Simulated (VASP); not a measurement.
# BeTe (F-43m) in VASP: single point with PBEsol

Aim: the single point of BeTe with PBEsol.

Everything below comes from runs of VASP 6.6.1. Logs are shortened: lines on timing, memory, paths and dates and some standing lists are left out, and cuts for length are marked.

**1. The cell of the first run**

Symmetry: F-43m, No. 216, cubic system. The conventional cell has a = 5.606 Å, b = 5.606 Å, c = 5.606 Å, α = 90.00°, β = 90.00°, γ = 90.00°. Within 3.2 Å of Be (site symmetry -43m) lie 4 Te at 2.43 Å. Te (site symmetry -43m) has 4 Be at 2.43 Å within 3.2 Å.

**2. Single point, PBEsol**

INCAR

```
PREC = Accurate ; ENCUT = 520
EDIFF = 1E-6 ; ISMEAR = 0
SIGMA = 0.01 ; LREAL = F
LASPH = T ; NELM = 60
ALGO = Normal ; ISIF = 2
LWAVE = F ; LCHARG = F
GGA = PS ; NBANDS = 11
```

KPOINTS

```
regular mesh
0
Gamma
  8 8 8
```

POSCAR

```
BeTe
1.0
    0.0000000000      2.8027859738      2.8027859738
    2.8027859738      0.0000000000      2.8027859738
    2.8027859738      2.8027859738      0.0000000000
Be Te
1 1
Direct
    0.0000000000      0.0000000000      0.0000000000
    0.7500000000      0.7500000000      0.7500000000
```

Potentials or basis: VASP PAW PBE potentials, release 64 (Be, Te).

Started as:

```sh
cat potpaw_PBE.64/Be/POTCAR potpaw_PBE.64/Te/POTCAR > POTCAR
mpirun -np 1 vasp_std > vasp.out
```

OUTCAR:

```text
PREC = Accurate
   ENCUT = 520
   EDIFF = 1E-6
   ISMEAR = 0
   LREAL = F
   LASPH = T
   NELM = 60
   ISIF = 2
   GGA = PS

 ion  position               nearest neighbor table
   1  0.000  0.000  0.000-   2 2.43   2 2.43   2 2.43   2 2.43
   2  0.750  0.750  0.750-   1 2.43   1 2.43   1 2.43   1 2.43

  LATTYP: Found a face centered cubic cell.
 ALAT       =     5.6055719476

  Lattice vectors:

 A1 = (   0.0000000000,   2.8027859738,   2.8027859738)
 A2 = (   2.8027859738,   0.0000000000,   2.8027859738)
 A3 = (   2.8027859738,   2.8027859738,   0.0000000000)

Analysis of symmetry for initial positions (statically):
=====================================================================
 Subroutine PRICEL returns:
 Original cell was already a primitive cell.

 Routine SETGRP: Setting up the symmetry group for a
 face centered cubic supercell.

 Subroutine GETGRP returns: Found 24 space group operations
 (whereof 24 operations were pure point group operations)
 out of a pool of 48 trial point group operations.

The static configuration has the point symmetry T_d .

Analysis of symmetry for dynamics (positions and initial velocities):
=====================================================================
 Subroutine PRICEL returns:
 Original cell was already a primitive cell.

 Routine SETGRP: Setting up the symmetry group for a
 face centered cubic supercell.

 Subroutine GETGRP returns: Found 24 space group operations
 (whereof 24 operations were pure point group operations)
 out of a pool of 48 trial point group operations.

The dynamic configuration has the point symmetry T_d .

 Subroutine INISYM returns: Found 24 space group operations
 (whereof 24 operations are pure point group operations),
 and found     1 'primitive' translations

----------------------------------------------------------------------------------------

                                     Primitive cell

  volume of cell :      44.0352

  direct lattice vectors                    reciprocal lattice vectors
     0.000000000  2.802785974  2.802785974    -0.178393928  0.178393928  0.178393928
     2.802785974  0.000000000  2.802785974     0.178393928 -0.178393928  0.178393928
     2.802785974  2.802785974  0.000000000     0.178393928  0.178393928 -0.178393928

  length of vectors
     3.963737937  3.963737937  3.963737937     0.308987348  0.308987348  0.308987348

  position of ions in fractional coordinates (direct lattice)
     0.000000000  0.000000000  0.000000000
     0.750000000  0.750000000  0.750000000

  ion indices of the primitive-cell ions
   primitive index   ion index
                 1           1
                 2           2

----------------------------------------------------------------------------------------

 KPOINTS: regular mesh

Automatic generation of k-mesh.
 Grid dimensions read from file:
 generate k-points for:    8    8    8

 Generating k-lattice:

  Cartesian coordinates                     Fractional coordinates (reciprocal lattice)
    -0.022299241  0.022299241  0.022299241     0.125000000  0.000000000  0.000000000
     0.022299241 -0.022299241  0.022299241     0.000000000  0.125000000  0.000000000
     0.022299241  0.022299241 -0.022299241     0.000000000  0.000000000  0.125000000

  Length of vectors
     0.038623418  0.038623418  0.038623418

  Shift w.r.t. Gamma in fractional coordinates (k-lattice)
     0.000000000  0.000000000  0.000000000

 Subroutine IBZKPT returns following result:
 ===========================================

 Found     29 irreducible k-points:

 Following reciprocal coordinates:
            Coordinates               Weight
  0.000000  0.000000  0.000000      1.000000
  0.125000  0.000000  0.000000      8.000000
  0.250000  0.000000  0.000000      8.000000
  0.375000  0.000000  0.000000      8.000000
  0.500000  0.000000  0.000000      4.000000
  0.125000  0.125000  0.000000      6.000000
[... 16 lines left out ...]
  0.500000  0.250000  0.125000     48.000000
 -0.375000  0.250000  0.125000     24.000000
 [... further k-points ...]
   k-points           NKPTS =     29   k-points in BZ     NKDIM =     29   number of bands    NBANDS=     11
   number of dos      NEDOS =    301   number of ions     NIONS =      2
   total plane-waves  NPLWV =  27000
   dimension x,y,z NGX =    30 NGY =   30 NGZ =   30
   dimension x,y,z NGXF=    60 NGYF=   60 NGZF=   60
   ions per type =               1   1
   NGX,Y,Z   is equivalent  to a cutoff of  12.58, 12.58, 12.58 a.u.
   NGXF,Y,Z  is equivalent  to a cutoff of  25.17, 25.17, 25.17 a.u.
 SYSTEM =  unknown system
   PREC   = accura    normal or accurate (medium, high low for compatibility)
   ISTART =      0    job   : 0-new  1-cont  2-samecut
   ICHARG =      2    charge: 1-file 2-atom 10-const
   ISPIN  =      1    spin polarized calculation?
   LNONCOLLINEAR =      F non collinear calculations
   LSORBIT =      F    spin-orbit coupling
   LASPH  =      T    aspherical Exc in radial PAW
   ENCUT  =  520.0 eV  38.22 Ry    6.18 a.u.   7.37  7.37  7.37*2*pi/ulx,y,z
   NELM   =     60;   NELMIN=  2; NELMDL= -5     # of ELM steps
   EDIFF  = 0.1E-05   stopping-criterion for ELM
   LREAL  =      F    real-space projection
   EDIFFG = 0.1E-04   stopping-criterion for IOM
   NSW    =      0    number of steps for IOM
   IBRION =     -1    ionic relax: 0-MD 1-quasi-New 2-CG
   NFREE  =      0    steps in history (QN), initial steepest desc. (CG)
   ISIF   =      2    stress and relaxation
   ISYM   =      2    0-nonsym 1-usesym 2-fastsym
   POTIM  = 0.5000    time-step for ionic-motion
   TEBEG  =    0.0;   TEEND  =   0.0 temperature during run
   PSTRESS=    0.0 pullay stress
   NELECT =       8.0000    total number of electrons
   NUPDOWN=      -1.0000    fix difference up-down
   EMIN   =  10.00;   EMAX   =-10.00  energy-range for DOS
   EFERMI =   0.00;   METHOD = LEGACY
   ISMEAR =     0;   SIGMA  =   0.01  broadening in eV -4-tet -1-fermi 0-gaus
   EFERMI_NEDOS =   21; number of points for ismear=-14 and -15
   IALGO  =     38    algorithm
   IMIX   =      4    mixing-type and parameters
     AMIX     =   0.40;   BMIX     =  1.00
     AMIX_MAG =   1.60;   BMIX_MAG =  1.00
  volume/ion in A,a.u.               =      22.02       148.58
  Fermi-wavevector in a.u.,A,eV,Ry     =   0.927196  1.752146 11.696826  0.859692
  Thomas-Fermi vector in A             =   2.053240
   LORBIT       =      0    0 simple, 1 ext, 2 COOP (PROOUT), +10 PAW based schemes
   GGA     = PS    functional components
   LHFCALC =     F    Hartree Fock is set to
   AEXX    =    0.0000 exact exchange contribution
   IVDW    =     0    specifies the selected vdW correction
   LEPSILON=     F    determine dielectric tensor
   LRPA    =     F    only Hartree local field effects (RPA)
 non-spin polarized calculation
 Gauss-broadening in eV      SIGMA  =   0.01
  energy-cutoff  :      520.00
  volume of cell :       44.04
 maximum number of plane-waves:      1243
 NGX is ok and might be reduce to    30
   NGX = 15   NGY = 15   NGZ = 15

 number of electron       7.9999999 magnetization

 Free energy of the ion-electron system (eV)
  ---------------------------------------------------
  ext. energy  EPLUGINS =         0.00000000
  ---------------------------------------------------
  free energy    TOTEN  =        -8.21584530 eV

  energy without entropy =       -8.21584530  energy(sigma->0) =       -8.21584530

 E-fermi :   5.2169     XC(G=0):  -9.2577

 val. band max:        5.1616760538   @ k =   0.0000   0.0000   0.0000
 cond. band min:       6.9802215923   @ k =   0.5000   0.5000   0.0000
 fundamental gap:      1.8185455384
 Fermi energy:         5.2169077280

 k-point     1 :       0.0000    0.0000    0.0000
  band No.  band energies     occupation
      1      -7.2648      2.00000
      2       5.1617      2.00000
      3       5.1617      2.00000
      4       5.1617      2.00000
      5       8.7492      0.00000
      6       8.7492      0.00000
      7       8.7492      0.00000
      8       8.9954      0.00000
      9      13.3734      0.00000
     10      15.4333      0.00000
     11      15.4333      0.00000

 k-point     2 :       0.1250    0.0000    0.0000
  band No.  band energies     occupation
      1      -7.1137      2.00000
      2       3.8142      2.00000
      3       4.9194      2.00000
      4       4.9194      2.00000
      5       8.6829      0.00000
      6       9.1004      0.00000
      7       9.1004      0.00000
      8      10.3037      0.00000
      9      13.7926      0.00000
     10      14.4397      0.00000
     11      14.4397      0.00000

 k-point     3 :       0.2500    0.0000    0.0000
  band No.  band energies     occupation
      1      -6.6958      2.00000
      2       1.7680      2.00000
      3       4.4705      2.00000
      4       4.4705      2.00000
      5       8.4642      0.00000
      6       9.6321      0.00000
      7       9.6321      0.00000
      8      12.2085      0.00000
      9      14.0963      0.00000
     10      14.1590      0.00000
     11      14.1590      0.00000

 k-point     4 :       0.3750    0.0000    0.0000
  band No.  band energies     occupation
      1      -6.1610      2.00000
      2       0.1491      2.00000
      3       4.1270      2.00000
      4       4.1270      2.00000
      5       8.2937      0.00000
      6       9.7501      0.00000
      7       9.7501      0.00000
      8      12.8886      0.00000
      9      14.9118      0.00000
     10      15.2317      0.00000
     11      15.2317      0.00000
[... 239 lines left out ...]
 k-point    22 :       0.3750    0.2500    0.1250
  band No.  band energies     occupation
      1      -6.3498      2.00000
      2       1.5220      2.00000
      3       2.8491      2.00000
      4       3.9028      2.00000
      5       8.6993      0.00000
      6      10.0417      0.00000
      7      10.4651      0.00000
      8      11.4697      0.00000
      9      14.2291      0.00000
     10      15.6673      0.00000
     11      16.3156      0.00000

 k-point    23 :       0.5000    0.2500    0.1250
  band No.  band energies     occupation
      1      -5.8740      2.00000
      2       0.4412      2.00000
      3       2.3052      2.00000
      4       3.4325      2.00000
      5       9.1430      0.00000
      6       9.8206      0.00000
      7      11.0568      0.00000
      8      12.0913      0.00000
      9      15.0006      0.00000
     10      15.4775      0.00000
     11      17.3850      0.00000

 k-point    24 :      -0.3750    0.2500    0.1250
  band No.  band energies     occupation
      1      -5.6327      2.00000
      2      -0.0685      2.00000
      3       2.1969      2.00000
      4       3.2025      2.00000
      5       9.2994      0.00000
      6       9.5149      0.00000
      7      11.8619      0.00000
      8      12.9228      0.00000
      9      13.6044      0.00000
     10      16.7193      0.00000
     11      17.0264      0.00000

 [... further k-points ...]

------------------------ aborting loop because EDIFF is reached ----------------------------------------

  FORCE on cell =-STRESS in cart. coord.  units (eV):
  Direction    XX          YY          ZZ          XY          YZ          ZX
  --------------------------------------------------------------------------------------
  -------------------------------------------------------------------------------------
  Total        0.0645005      0.0645005      0.0645005     -0.0000000      0.0000000      0.0000000
  in kB        2.3467886      2.3467886      2.3467886     -0.0000000      0.0000000      0.0000000
  external PRESSURE =       2.3467886 kB  Pullay stress =       0.0000000 kB

 VOLUME and BASIS-vectors are now :
 -----------------------------------------------------------------------------
  energy-cutoff  :      520.00
  volume of cell :       44.04
      direct lattice vectors                 reciprocal lattice vectors
     0.000000000  2.802785974  2.802785974    -0.178393928  0.178393928  0.178393928
     2.802785974  0.000000000  2.802785974     0.178393928 -0.178393928  0.178393928
     2.802785974  2.802785974  0.000000000     0.178393928  0.178393928 -0.178393928

 POSITION                                       TOTAL-FORCE (eV/Angst)
 -----------------------------------------------------------------------------------
      0.00000      0.00000      0.00000         0.000000      0.000000      0.000000
      4.20418      4.20418      4.20418        -0.000000     -0.000000     -0.000000
 -----------------------------------------------------------------------------------
    total drift:                               -0.000000     -0.000000     -0.000000

  FREE ENERGIE OF THE ION-ELECTRON SYSTEM (eV)
  ---------------------------------------------------
  free  energy   TOTEN  =        -8.2158452956 eV

  energy  without entropy=       -8.2158452956  energy(sigma->0) =       -8.21584530
```

Wall time 13 s (1 thread of Intel Xeon Platinum 8488C (Sapphire Rapids), shared host); peak memory 0.17 GiB.

What came out:

| Property | Result |
| --- | --- |
| Free energy | -8.2158 eV |
| Pressure | 0.2 GPa |
| Band gap on the k mesh | 1.82 eV, indirect (least direct gap 3.59 eV) |

Levels at points of the mesh, in eV from the valence-band top:
| k point | band 2 | band 3 | band 4 | band 5 | band 6 | band 7 |
| --- | --- | --- | --- | --- | --- | --- |
| (0.00, 0.00, 0.00) | 0.00 | 0.00 | 0.00 | 3.59 | 3.59 | 3.59 |
| (0.50, 0.00, 0.00) | -5.67 | -1.16 | -1.16 | 3.07 | 4.55 | 4.55 |
| (0.50, 0.50, 0.00) | -5.21 | -2.71 | -2.71 | 1.82 | 2.59 | 9.80 |

Caveat: the PAW data sets were made with another functional, which shifts forces and pressure a little; spin-orbit coupling is left out, which moves the levels of the heavy elements. Expect the measured gap to be larger: semilocal functionals such as PBEsol lack the derivative discontinuity.
